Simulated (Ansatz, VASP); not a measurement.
# One calculation of SnSe2, two programs

File POSCAR:

```
SnSe2
1.0
    3.8393021242      0.0000000000      0.0000000000
   -1.9196510621      3.3249331724      0.0000000000
    0.0000000000      0.0000000000      6.0468501552
Sn Se
1 2
Direct
    0.0000000000      0.0000000000      0.0000000000
    0.3333333333      0.6666666667      0.2638113996
    0.6666666667      0.3333333333      0.7361886004
```

Contents of INCAR.step1:

```
PREC = Accurate ; ENCUT = 520
EDIFF = 1E-5 ; ISMEAR = 0
SIGMA = 0.05 ; LREAL = False
LASPH = True ; NELM = 80
ALGO = Normal ; ISIF = 2
LWAVE = True ; LCHARG = False
GGA = PE ; NBANDS = 20
```

The input INCAR.step2:

```
PREC = Accurate ; ENCUT = 520
EDIFF = 1E-7 ; ISMEAR = 0
SIGMA = 0.05 ; LREAL = False
LASPH = True ; NELM = 80
ALGO = Normal ; ISIF = 2
LWAVE = False ; LCHARG = False
GGA = PE ; LHFCALC = True
AEXX = 0.1 ; HFSCREEN = 0.20787
PRECFOCK = Normal ; ISTART = 1
NBANDS = 20
```

The input KPOINTS:

```
Automatic mesh
0
Gamma
  4 4 2
```

Input for Ansatz:

```yaml
crystal:
  lattice:
    - [3.8393021242, 0.0, 0.0]
    - [-1.9196510621, 3.3249331724, 0.0]
    - [0.0, 0.0, 6.0468501552]
  atoms:
    - { symbol: Sn, position: [0.0, 0.0, 0.0] }
    - { symbol: Se, position: [0.3333333333, 0.6666666667, 0.2638113996] }
    - { symbol: Se, position: [0.6666666667, 0.3333333333, 0.7361886004] }
basis:
  ecutwfc: 420
  ecutrho_ratio: 4
kpoints:
  mp_grid: { grid: [4, 4, 2] }
hamiltonian:
  xc: { preset: hse06, exx: { coeff: 0.1, omega: 0.20787 } }
scf:
  occupations: { method: gaussian, width: 0.05 }
  n_extra_bands: 11
output:
  forces: true
  stress: true
  eigenvalues: true
  populations: true
  dos: { projected: true, de: 0.02 }
  write_density: true
  write_potential: true
  elf: true
  volumetric_format: npy
```

Alike in both runs: task single point; functional PBE-based screened hybrid; k mesh 4 × 4 × 2; occupations gaussian, width 0.05 eV; no spin polarisation.

|  | VASP | Ansatz |
| --- | --- | --- |
| version | VASP 6.6.1 | Ansatz 0.2.0 |
| potentials or method | VASP PAW PBE potentials, release 64 (Sn_d, Se), cutoff 520 eV | scalar-relativistic, plane waves, PAW |
| valence electrons in the cell | 26 | 46 |

Ansatz gave:

| Quantity | Value |
| --- | --- |
| gap on the k mesh at the Fermi level (eV) | 0.97 |
| least direct gap on the mesh (eV) | 1.15 |
| pressure (GPa) | 1.3 |
| traceless stress, the component that is largest in VASP (GPa) | -1.00 |
| rms of the force components (eV/Å) | 0.126 |

What did VASP give for the same quantities?

gap on the k mesh at the Fermi level (eV): 0.97; least direct gap on the mesh (eV): 1.14; pressure (GPa): 1.3; traceless stress, the component that is largest in VASP (GPa): -1.01; rms of the force components (eV/Å): 0.124.

VASP's potentials were made for PBE, not for PBE-based screened hybrid. Atom by atom the forces differ by 0.002 eV/Å (rms over components). The functional is the same, so the differences come from potentials, cutoffs and numerics. VASP's potentials hold 26 valence electrons a cell and Ansatz's 46, so a difference there can come from the potentials and not from the codes. Ansatz's warnings: stress exchange threshold loose, stress scf threshold loose.

The k mesh is coarse, so the values compare programs but aren't converged.
